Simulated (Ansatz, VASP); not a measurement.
PbO in VASP and in Ansatz

```xyz
4
Lattice="3.9900 0.0000 0.0000 0.0000 3.9900 0.0000 0.0000 0.0000 5.0100" Properties=species:S:1:pos:R:3 pbc="T T T"
Pb    0.0000    1.9950    1.2024
Pb    1.9950    0.0000    3.8076
O     0.0000    0.0000    0.0000
O     1.9950    1.9950    0.0000
```

Alike in both runs: task single point; functional BLYP; k mesh 4 × 4 × 4; no spin polarisation.

|  | VASP | Ansatz |
| --- | --- | --- |
| version | VASP 6.6.1 | Ansatz 0.2.0 |
| potentials or method | VASP PAW PBE potentials, release 64 (Pb_d, O), cutoff 520 eV | plane waves, PAW |
| occupations | gaussian, width 0.01 eV | fixed |
| valence electrons in the cell | 40 | 40 |

```tsv
	VASP	Ansatz	Ansatz less VASP
pressure (GPa)	7.0	6.7	-0.27
traceless stress, the component that is largest in VASP (GPa)	-1.28	-1.30	-0.017
rms of the force components (eV/Å)	0.131	0.099	-0.0318
```

VASP's potentials were made for PBE, not for BLYP. Atom by atom the forces differ by 0.032 eV/Å (rms over components).

Spin-orbit coupling is off throughout.
